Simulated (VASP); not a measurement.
A run of VASP 6.6.1 is set up as follows.

The input INCAR:

```
SYSTEM = ZrAl3B3N
PREC = Accurate
ENCUT = 520
EDIFF = 1E-6
ISMEAR = 0
SIGMA = 0.15
LREAL = .FALSE.
LASPH = .TRUE.
NELM = 80
ALGO = Normal
ISIF = 2
LWAVE = .FALSE.
LCHARG = .FALSE.
GGA = PE
NBANDS = 28
```

Contents of KPOINTS:

```
Automatic mesh
0
G
  3 3 3
  0 0 0
```

POSCAR

```
ZrAl3B3N
1.0
    5.3388408019      0.0000000000      0.0000000000
    0.0000000000      5.3388408019      0.0000000000
    0.0000000000      0.0000000000      5.7505734174
Zr Al B N
1 3 3 1
Direct
    0.5000000000      0.5000000000      0.0000000000
    0.0000000000      0.5000000000      0.0000000000
    0.5000000000      0.0000000000      0.0000000000
    0.5000000000      0.5000000000      0.5000000000
    0.0000000000      0.0000000000      0.2721951283
    0.0000000000      0.0000000000      0.7278048717
    0.0000000000      0.0000000000      0.0000000000
    0.0000000000      0.0000000000      0.5000000000
```

Potentials or basis: VASP PAW PBE potentials, release 64 (Zr_sv, Al, B, N).

The run is started by

```console
$ cat potpaw_PBE.64/Zr_sv/POTCAR potpaw_PBE.64/Al/POTCAR potpaw_PBE.64/B/POTCAR potpaw_PBE.64/N/POTCAR > POTCAR
$ mpirun -np 1 vasp_std > vasp.out
```

Question: What does it give for the pressure?

Answer: 0.5 GPa.

Question: Predict the largest force.

Answer: 0.032 eV/Å.

Stress tensor (GPa, compression positive):
```
0.71 0.00 0.00
0.00 0.71 0.00
0.00 0.00 0.16
```

Caveat: the k points lie up to 0.39 Å⁻¹ apart.
